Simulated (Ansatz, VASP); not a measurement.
# One calculation of Ti, two programs

Contents of INCAR:

```
PREC = Accurate ; ENCUT = 520
EDIFF = 1E-6 ; ISMEAR = 0
SIGMA = 0.15 ; LREAL = F
LASPH = T ; NELM = 100
ALGO = Fast ; ISIF = 2
LWAVE = F ; LCHARG = F
GGA = PE ; NBANDS = 12
```

KPOINTS

```
Automatic mesh
0
Gamma
  22 22 22
```

File POSCAR:

```
Ti
1.0
   -1.4989995196      1.4989995196      2.0212509523
    1.4989995196     -1.4989995196      2.0212509523
    1.4989995196      1.4989995196     -2.0212509523
Ti
1
Direct
    0.0000000000      0.0000000000      0.0000000000
```

Input for Ansatz:

```yaml
crystal:
  lattice:
    - [-1.4989995196, 1.4989995196, 2.0212509523]
    - [1.4989995196, -1.4989995196, 2.0212509523]
    - [1.4989995196, 1.4989995196, -2.0212509523]
  atoms:
    - { symbol: Ti, position: [0.0, 0.0, 0.0] }
basis:
  ecutwfc: 520.0
kpoints:
  mp_grid: { grid: [22, 22, 22] }
hamiltonian:
  xc: pbe
  pseudopotentials: { kind: paw, azcp: { folder: soft_1 } }
scf:
  occupations: { method: gaussian, width: 0.15 }
output:
  forces: true
  stress: true
  eigenvalues: true
  write_density: true
  write_potential: true
  elf: true
  volumetric_format: npy
```

Alike in both runs: task single point; functional PBE; k mesh 22 × 22 × 22; occupations gaussian, width 0.15 eV; no spin polarisation.

|  | VASP | Ansatz |
| --- | --- | --- |
| version | VASP 6.6.1 | Ansatz 0.2.0 |
| potentials or method | VASP PAW PBE potentials, release 64 (Ti_sv), cutoff 520 eV | scalar-relativistic, plane waves, PAW |
| valence electrons in the cell | 12 | 12 |

VASP gave:

| Quantity | Value |
| --- | --- |
| gap on the k mesh at the Fermi level (eV) | none |
| pressure (GPa) | -4.4 |
| traceless stress, the component that is largest in VASP (GPa) | 1.05 |

Problem. Which values does Ansatz return?

Solution. gap on the k mesh at the Fermi level (eV): none; pressure (GPa): -4.4; traceless stress, the component that is largest in VASP (GPa): 1.04.

A gap of «none» marks a metal or a gap that the smearing closes. With one functional, cell and mesh, what is left measures potentials, basis and numerics.
